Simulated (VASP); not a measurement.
Input of a VASP 6.6.1 run:

Contents of INCAR:

```
PREC = Accurate ; ENCUT = 520
EDIFF = 1E-6 ; ISMEAR = -1
SIGMA = 0.2 ; LREAL = F
LASPH = T ; NELM = 60
ALGO = Normal ; ISIF = 2
LWAVE = F ; LCHARG = F
GGA = B5 ; ALDAX = 1.0
AGGAX = 1.0 ; AGGAC = 1.0
ALDAC = 0.0 ; NBANDS = 20
```

Contents of KPOINTS:

```
Automatic mesh
0
Gamma
  9 9 9
  0.5 0.5 0.5
```

Contents of POSCAR:

```
TaRu
1.0
    3.1870000000      0.0000000000      0.0000000000
    0.0000000000      3.1870000000      0.0000000000
    0.0000000000      0.0000000000      3.1870000000
Ta Ru
1 1
Direct
    0.5000000000      0.5000000000      0.5000000000
    0.0000000000      0.0000000000      0.0000000000
```

Potentials or basis: VASP PAW PBE potentials, release 64 (Ta_pv, Ru_pv).

Launch:

```sh
$ cat potpaw_PBE.64/Ta_pv/POTCAR potpaw_PBE.64/Ru_pv/POTCAR > POTCAR
$ mpirun -np 1 vasp_std > vasp.out
```

**Question.** What does it give for the pressure?

**Answer.** 7.9 GPa.

Caveat: the PAW data sets were made with another functional, which shifts forces and pressure a little.
